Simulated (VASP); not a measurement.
# Cr (Fd-3m) in VASP: a series of runs

Cr is run at these levels: PBEsol; tasks: relaxation of cell and atoms.

All numbers are computed with VASP 6.6.1; they aren't measurements. Logs are shortened: lines on timing, memory, paths and dates and some standing lists are left out, and cuts for length are marked.

## (1) The cell of the first run

Symmetry: Fd-3m, No. 227, cubic system. Conventional cell: a = 5.000 Å, b = 5.000 Å, c = 5.000 Å, α = 90.00°, β = 90.00°, γ = 90.00°. Cr (site symmetry -43m) has 4 Cr at 2.17 Å within 2.9 Å.

This isn't the form of Cr at room conditions, which is bcc.

## (2) Relaxation of cell and atoms, PBEsol, collinear spin, ferromagnetic start, target pressure 20 GPa, at which the enthalpy is minimised

INCAR reads:

```
PREC = Accurate
ENCUT = 600
EDIFF = 1E-7
ISMEAR = -1
SIGMA = 0.05
LREAL = False
LASPH = True
NELM = 150
ALGO = Normal
ISIF = 3
LWAVE = False
LCHARG = False
ISPIN = 2
MAGMOM = 3 3
LORBIT = 11
LMAXMIX = 4
GGA = PS
IBRION = 2
NSW = 60
EDIFFG = -0.01
PSTRESS = 200.0
```

KPOINTS reads:

```
Automatic mesh
0
Gamma
  8 8 8
```

POSCAR reads:

```
Cr
1.0
    0.0000000000      2.5000000000      2.5000000000
    2.5000000000      0.0000000000      2.5000000000
    2.5000000000      2.5000000000      0.0000000000
Cr
2
Direct
    0.0000000000      0.0000000000      0.0000000000
    0.2500000000      0.2500000000      0.2500000000
```

Potentials or basis: VASP PAW PBE potentials, release 64 (Cr_pv).

Launch:

```console
$ cat potpaw_PBE.64/Cr_pv/POTCAR > POTCAR
$ mpirun -np 1 vasp_std > vasp.out
```

OUTCAR:

```text
PREC = Accurate
   ENCUT = 600
   EDIFF = 1E-7
   ISMEAR = -1
   LREAL = False
   LASPH = True
   NELM = 150
   ISIF = 3
   ISPIN = 2
   LORBIT = 11
   GGA = PS
   IBRION = 2
   NSW = 60
   EDIFFG = -0.01
   PSTRESS = 200.0

 ion  position               nearest neighbor table
   1  0.000  0.000  0.000-   2 2.17   2 2.17   2 2.17   2 2.17
   2  0.250  0.250  0.250-   1 2.17   1 2.17   1 2.17   1 2.17

  LATTYP: Found a face centered cubic cell.
 ALAT       =     5.0000000000

  Lattice vectors:

 A1 = (   0.0000000000,   2.5000000000,   2.5000000000)
 A2 = (   2.5000000000,   0.0000000000,   2.5000000000)
 A3 = (   2.5000000000,   2.5000000000,   0.0000000000)

Analysis of symmetry for initial positions (statically):
=====================================================================
 Subroutine PRICEL returns:
 Original cell was already a primitive cell.

 Routine SETGRP: Setting up the symmetry group for a
 face centered cubic supercell.

 Subroutine GETGRP returns: Found 48 space group operations
 (whereof 24 operations were pure point group operations)
 out of a pool of 48 trial point group operations.

The static configuration has the point symmetry T_d .
 The point group associated with its full space group is O_h .

Analysis of symmetry for dynamics (positions and initial velocities):
=====================================================================
 Subroutine PRICEL returns:
 Original cell was already a primitive cell.

 Routine SETGRP: Setting up the symmetry group for a
 face centered cubic supercell.

 Subroutine GETGRP returns: Found 48 space group operations
 (whereof 24 operations were pure point group operations)
 out of a pool of 48 trial point group operations.

The dynamic configuration has the point symmetry T_d .
 The point group associated with its full space group is O_h .

Analysis of structural, dynamic, and magnetic symmetry:
=====================================================================
 Subroutine PRICEL returns:
 Original cell was already a primitive cell.

 Routine SETGRP: Setting up the symmetry group for a
 face centered cubic supercell.

 Subroutine GETGRP returns: Found 48 space group operations
 (whereof 24 operations were pure point group operations)
 out of a pool of 48 trial point group operations.

The overall configuration has the point symmetry T_d .
 The point group associated with its full space group is O_h .
[... 111 lines left out ...]
   NUPDOWN=      -1.0000    fix difference up-down
   EMIN   =  10.00;   EMAX   =-10.00  energy-range for DOS
   EFERMI =   0.00;   METHOD = LEGACY
   ISMEAR =    -1;   SIGMA  =   0.05  broadening in eV -4-tet -1-fermi 0-gaus
   EFERMI_NEDOS =   21; number of points for ismear=-14 and -15
   IALGO  =     38    algorithm
   IMIX   =      4    mixing-type and parameters
     AMIX     =   0.40;   BMIX     =  1.00
     AMIX_MAG =   1.60;   BMIX_MAG =  1.00
  volume/ion in A,a.u.               =      15.62       105.44
  Fermi-wavevector in a.u.,A,eV,Ry     =   1.499208  2.833092 30.580791  2.247625
  Thomas-Fermi vector in A             =   2.610868
   LORBIT       =     11    0 simple, 1 ext, 2 COOP (PROOUT), +10 PAW based schemes
   GGA     = PS    functional components
   LHFCALC =     F    Hartree Fock is set to
   AEXX    =    0.0000 exact exchange contribution
   IVDW    =     0    specifies the selected vdW correction
   LEPSILON=     F    determine dielectric tensor
   LRPA    =     F    only Hartree local field effects (RPA)
 conjugate gradient relaxation of ions
 spin polarized calculation
  energy-cutoff  :      600.00
  volume of cell :       31.25
 maximum number of plane-waves:      1056
   NGX = 15   NGY = 15   NGZ = 15

--------------------------------------- Ionic step        1  -------------------------------------------

 number of electron      24.0000007 magnetization      -0.0004553

 number of electron      24.0000007 magnetization       0.0000021

 Free energy of the ion-electron system (eV)
  ---------------------------------------------------
  ext. energy  EPLUGINS =         0.00000000
  ---------------------------------------------------
  free energy    TOTEN  =       -15.95594372 eV

  energy without entropy =      -15.92452093  energy(sigma->0) =      -15.94023233

------------------------ aborting loop because EDIFF is reached ----------------------------------------

  FORCE on cell =-STRESS in cart. coord.  units (eV):
  Direction    XX          YY          ZZ          XY          YZ          ZX
  --------------------------------------------------------------------------------------
  -------------------------------------------------------------------------------------
  Total        0.1922740      0.1922740      0.1922740     -0.0000000     -0.0000000      0.0000000
  in kB        9.8578277      9.8578277      9.8578277     -0.0000000     -0.0000000      0.0000000
  external PRESSURE =    -190.1421723 kB  Pullay stress =     200.0000000 kB
[... 27 lines left out ...]
 number of electron      24.0000004 magnetization       0.0002172

 number of electron      24.0000004 magnetization      -0.0000031

 E-fermi :  10.3251     XC(G=0): -13.2887

 val. band max:       10.3069567808   @ k =   0.2500   0.0000   0.0000
 cond. band min:      10.3461889289   @ k =   0.5000   0.3750   0.0000
 fundamental gap:      0.0392321481
 Fermi energy:        10.3251278688

 spin component 1

 k-point     1 :       0.0000    0.0000    0.0000
  band No.  band energies     occupation
      1     -32.8550      1.00000
      2     -32.8550      1.00000
      3     -32.8550      1.00000
      4     -31.0366      1.00000
      5     -31.0366      1.00000
      6     -31.0366      1.00000
[... 1250 lines left out ...]
 number of electron      24.0000015 magnetization      -0.0000011

 number of electron      24.0000015 magnetization       0.0000005

 Free energy of the ion-electron system (eV)
  ---------------------------------------------------
  ext. energy  EPLUGINS =         0.00000000
  ---------------------------------------------------
  free energy    TOTEN  =       -15.74186861 eV

  energy without entropy =      -15.71476396  energy(sigma->0) =      -15.72831628

 E-fermi :   8.1976     XC(G=0): -12.4189

 val. band max:        8.1551935113   @ k =  -0.2500   0.2500   0.0000
 cond. band min:       8.1995421603   @ k =   0.5000   0.3750   0.0000
 fundamental gap:      0.0443486490
 Fermi energy:         8.1975599066

 spin component 1

 k-point     1 :       0.0000    0.0000    0.0000
  band No.  band energies     occupation
      1     -34.5733      1.00000
      2     -34.5733      1.00000
      3     -34.5733      1.00000
      4     -33.3089      1.00000
      5     -33.3089      1.00000
      6     -33.3089      1.00000
[... 1084 lines left out ...]
  energy  without entropy=      -15.7147639589  energy(sigma->0) =      -15.72831628

  enthalpy is  TOTEN    =       -12.2936849824 eV   P V=        3.4481836257

 reached required accuracy - stopping structural energy minimisation

 total charge

# of ion       s       p       d       tot
------------------------------------------
    1        0.490   6.233   4.729  11.452
    2        0.490   6.233   4.729  11.452
--------------------------------------------------
tot          0.980  12.466   9.458  22.904

 magnetization (x)

# of ion       s       p       d       tot
------------------------------------------
    1        0.000  -0.000  -0.000  -0.000
    2        0.000  -0.000  -0.000  -0.000
--------------------------------------------------
tot          0.000  -0.000  -0.000  -0.000
```

OSZICAR:

```text
N       E                     dE             d eps       ncg     rms          rms(c)
DAV:   1     0.268108197010E+03    0.26811E+03   -0.15231E+04  2204   0.163E+03
DAV:   2    -0.638296848680E+01   -0.27449E+03   -0.26860E+03  2234   0.448E+02
[... 72 lines left out ...]
DAV:   2    -0.157419300064E+02    0.15774E-02   -0.86907E-03  2252   0.994E-01    0.673E-02
DAV:   3    -0.157418833508E+02    0.46656E-04   -0.14323E-04  2289   0.142E-01    0.321E-02
DAV:   4    -0.157418697741E+02    0.13577E-04   -0.34938E-05  2294   0.410E-02    0.383E-03
DAV:   5    -0.157418691788E+02    0.59529E-06   -0.13042E-06  2718   0.117E-02    0.252E-03
DAV:   6    -0.157418685709E+02    0.60796E-06   -0.35081E-08  1350   0.257E-03    0.450E-04
DAV:   7    -0.157418686081E+02   -0.37190E-07   -0.72847E-09  1240   0.877E-04
   7 F= -.12293685E+02 E0= -.12280133E+02  d E =-.479576E-04  mag=    -0.0000
```

CONTCAR:

```text
Cr
   1.00000000000000
    -0.0000000000000000    2.3992766388830620    2.3992766388830620
     2.3992766388830620   -0.0000000000000000    2.3992766388830620
     2.3992766388830620    2.3992766388830620    0.0000000000000000
  Cr
     2
Direct
     0.0000000000000000    0.0000000000000000    0.0000000000000000
     0.2500000000000000    0.2500000000000000    0.2500000000000000

  0.00000000E+00  0.00000000E+00  0.00000000E+00
  0.00000000E+00  0.00000000E+00  0.00000000E+00
```

It took 99 s on 1 thread of Intel Xeon 6975P-C (Granite Rapids), shared host; peak memory 0.19 GiB.

Results:

* Free energy: -15.7419 eV
* Relaxed volume: 13.81 Å³/atom
* Relaxed cell: a = 3.393 Å, b = 3.393 Å, c = 3.393 Å, α = 60.00°, β = 60.00°, γ = 60.00°
* Space group after relaxing (to 0.1 Å): Fd-3m (No. 227)
* Energy change on relaxing (the run minimises the enthalpy): +107.0 meV/atom
* Ionic steps: 7
* Pressure after relaxing: 20.0 GPa
* Band gap on the k mesh: zero (filled and empty bands overlap)
* Net moment: 0.00 μB per cell
* Valence electrons inside the program's atomic spheres: Cr 11.45

Step by step:
```csv
step,energy change (eV),largest force (eV/Å),pressure (GPa),volume (Å³)
1,0.0000,0.0000,0.99,31.25
2,1.1954,0.0000,63.23,23.59
3,0.1967,0.0000,18.97,27.77
4,0.2112,0.0000,19.84,27.65
5,0.2199,0.0000,20.34,27.58
6,0.2071,0.0000,19.58,27.68
7,0.2141,0.0000,20.00,27.62
```

Final structure:
```xyz
2
Lattice="0.0000 2.3993 2.3993 2.3993 0.0000 2.3993 2.3993 2.3993 0.0000" Properties=species:S:1:pos:R:3 pbc="T T T"
Cr    0.0000    0.0000    0.0000
Cr    1.1996    1.1996    1.1996
```

Caveat: the cell is relaxed towards a set pressure, so the run minimises the enthalpy, not the energy; the moments typed at the start vanished in this run; the PAW data sets were made with another functional, which shifts forces and pressure a little.

## (3) Relaxation of cell and atoms, PBEsol, collinear spin, ferromagnetic start, target pressure 30 GPa, at which the enthalpy is minimised

INCAR reads:

```
ALGO = Normal ; EDIFF = 1E-6
EDIFFG = -0.01 ; ENCUT = 600
GGA = PS ; IBRION = 2
ISIF = 3 ; ISMEAR = -1
ISPIN = 2 ; LASPH = True
LCHARG = False ; LMAXMIX = 4
LORBIT = 11 ; LREAL = False
LWAVE = False ; MAGMOM = 3 3
NELM = 150 ; NSW = 60
PREC = Accurate ; PSTRESS = 300.0
SIGMA = 0.05
```

KPOINTS reads:

```
k-points
0
Gamma
  8 8 8
```

POSCAR is that of step 2.

Potentials or basis: VASP PAW PBE potentials, release 64 (Cr_pv).

Launch:

```console
$ cat potpaw_PBE.64/Cr_pv/POTCAR > POTCAR
$ mpirun -np 1 vasp_std > vasp.out
```

It took 66 s on 1 thread of Intel Xeon 6975P-C (Granite Rapids), shared host; peak memory 0.19 GiB.

It converged, with:

```
Free energy                                                : -15.5503 eV
Relaxed volume                                             : 13.19 Å³/atom
Relaxed cell                                               : a = 3.342 Å, b = 3.342 Å, c = 3.342 Å, α = 60.00°, β = 60.00°, γ = 60.00°
Space group after relaxing (to 0.1 Å)                      : Fd-3m (No. 227)
Energy change on relaxing (the run minimises the enthalpy) : +202.8 meV/atom
Ionic steps                                                : 5
Pressure after relaxing                                    : 30.1 GPa
Band gap on the k mesh                                     : zero (filled and empty bands overlap)
Net moment                                                 : 0.00 μB per cell
Valence electrons inside the program's atomic spheres      : Cr 11.55
```

The path:
```tsv
step	energy change (eV)	largest force (eV/Å)	pressure (GPa)	volume (Å³)
1	0.0000	0.0000	1.02	31.25
2	3.3251	0.0000	144.15	20.13
3	0.3493	0.0000	27.22	26.70
4	0.3889	0.0000	29.25	26.48
5	0.4056	0.0000	30.08	26.39
```

Final structure:
```yaml
crystal:
  lattice:
    - [0.00000, 2.36296, 2.36296]
    - [2.36296, 0.00000, 2.36296]
    - [2.36296, 2.36296, 0.00000]
  atoms:
    - { symbol: Cr, position: [0.00000, 0.00000, 0.00000] }
    - { symbol: Cr, position: [0.25000, 0.25000, 0.25000] }
```

Levels at points of the mesh, in eV from the Fermi level:
Spin up:
```tsv
k point	band 8	band 9	band 10	band 11	band 12	band 13	band 14	band 15	band 16	band 17
(0.00, 0.00, 0.00)	-2.36	-2.36	-1.42	-1.42	-1.42	1.26	1.26	1.26	3.97	3.97
(0.50, 0.00, 0.00)	-2.31	-2.23	-2.23	-1.56	-1.56	0.25	2.26	2.26	3.49	3.49
(0.50, 0.50, 0.00)	-3.78	-1.46	-1.46	0.39	0.39	0.67	0.67	3.77	3.77	5.04
```
Spin down:
| k point | band 8 | band 9 | band 10 | band 11 | band 12 | band 13 | band 14 | band 15 | band 16 | band 17 |
| --- | --- | --- | --- | --- | --- | --- | --- | --- | --- | --- |
| (0.00, 0.00, 0.00) | -2.36 | -2.36 | -1.42 | -1.42 | -1.42 | 1.26 | 1.26 | 1.26 | 3.97 | 3.97 |
| (0.50, 0.00, 0.00) | -2.31 | -2.23 | -2.23 | -1.56 | -1.56 | 0.25 | 2.26 | 2.26 | 3.49 | 3.49 |
| (0.50, 0.50, 0.00) | -3.78 | -1.46 | -1.46 | 0.39 | 0.39 | 0.67 | 0.67 | 3.77 | 3.77 | 5.04 |

Caveat: the cell is relaxed towards a set pressure, so the run minimises the enthalpy, not the energy; the volume moved by over 15 % at a fixed basis, so the end points are rough; the moments typed at the start vanished in this run; the PAW data sets were made with another functional, which shifts forces and pressure a little.

The gap in the log of VASP goes by the Fermi energy; the results here count the filled bands.